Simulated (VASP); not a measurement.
Set up this calculation in VASP 6.6.1, as the native input.

- Task: relaxation of the atoms
- Functional: PBE
- Potentials or basis: VASP PAW PBE potentials, release 64 (Si)
- Cutoff: 520 eV
- k mesh: 6 × 6 × 6
- Occupations: gaussian, width 0.01 eV
- Spin: no spin polarisation
- Dipole correction: no
- Further INCAR settings: ALGO = Normal; EDIFF = 1e-06; IBRION = 2; EDIFFG = -0.01; NSW = 40

The structure of Si lies in POSCAR:

```
Si
1.0
    0.0000000000      2.7155000000      2.7155000000
    2.7155000000      0.0000000000      2.7155000000
    2.7155000000      2.7155000000      0.0000000000
Si
2
Direct
    0.0000000000      0.0000000000      0.0000000000
    0.2700000000      0.2500000000      0.2400000000
```

The input as run:

INCAR

```
SYSTEM = Si
PREC     = Accurate       ! precision mode
ENCUT    = 520            ! plane-wave cutoff, eV
EDIFF    = 1E-6           ! SCF threshold, eV
ISMEAR   = 0              ! smearing method
SIGMA    = 0.01           ! smearing width, eV
LREAL    = .False.        ! projectors in reciprocal space
LASPH    = .True.         ! aspherical terms in the spheres
NELM     = 60             ! most SCF steps
ALGO     = Normal         ! electronic algorithm
ISIF     = 2              ! what is computed and relaxed
LWAVE    = .False.        ! write WAVECAR
LCHARG   = .False.        ! write CHGCAR
GGA      = PE             ! functional
IBRION   = 2              ! ionic algorithm
NSW      = 40             ! ionic steps
EDIFFG   = -0.01          ! ionic threshold
```

KPOINTS

```
Automatic mesh
0
Gamma
  6 6 6
  0 0 0
```

Potentials or basis: VASP PAW PBE potentials, release 64 (Si).

Launch:

```console
$ cat potpaw_PBE.64/Si/POTCAR > POTCAR
$ mpirun -np 1 vasp_std > vasp.out
```

It gave:

```yaml
Energy_gained_by_relaxing: 15.8 meV/atom
Ionic_steps: 5
Pressure_after_relaxing: 2.0 GPa
Band_gap_on_the_k_mesh: 0.71 eV (least direct gap 2.56 eV)
```

Run time: 38 s on 1 thread of Intel(R) Xeon(R) Platinum 8488C (Sapphire Rapids), with other jobs on the host, peak memory 0.16 GiB.
